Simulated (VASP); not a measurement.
Set up this calculation in VASP 6.6.1, as the native input.

| Quantity | Value |
| --- | --- |
| Task | electric field gradients |
| Functional | PBE |
| Potentials or basis | VASP PAW PBE potentials, release 64 (Ir) |
| Cutoff | 520 eV |
| k mesh | 15 × 15 × 15 |
| Occupations | fermi-dirac, width 0.05 eV |
| Spin | no spin polarisation |
| Dipole correction | no |
| Further INCAR settings | ALGO = Normal; EDIFF = 1e-08; NBANDS = 10 |

The structure of Ir lies in POSCAR:

```
Ir
1.0
    0.0000000000      1.9197000000      1.9772910000
    1.9197000000      0.0000000000      1.9772910000
    1.9197000000      1.9197000000      0.0000000000
Ir
1
Direct
    0.0000000000      0.0000000000      0.0000000000
```

This cell differs from its parent crystal: zz strain of +3 %.

The input as run:

INCAR

```
PREC = Accurate
ENCUT = 520
EDIFF = 1E-8
ISMEAR = -1
SIGMA = 0.05
LREAL = F
LASPH = T
NELM = 80
ALGO = Normal
ISIF = 2
LWAVE = F
LCHARG = F
GGA = PE
LEFG = T
NBANDS = 10
```

KPOINTS

```
Automatic mesh
0
Gamma
  15 15 15
```

Potentials or basis: VASP PAW PBE potentials, release 64 (Ir).

Command:

```bash
$ cat potpaw_PBE.64/Ir/POTCAR > POTCAR
$ mpirun -np 1 vasp_std > vasp.out
```

Results of the run:

* Pressure: -1.2 GPa

Caveat: the cell differs from its parent crystal (zz strain of +3 %); without QUAD_EFG the Cq values of the log hold for a quadrupole moment of 1 mb, not for the nuclei.

It took 30 s on 1 thread of Intel(R) Xeon(R) Platinum 8375C CPU @ 2.90GHz (Ice Lake), on a shared host, peak memory 0.16 GiB.
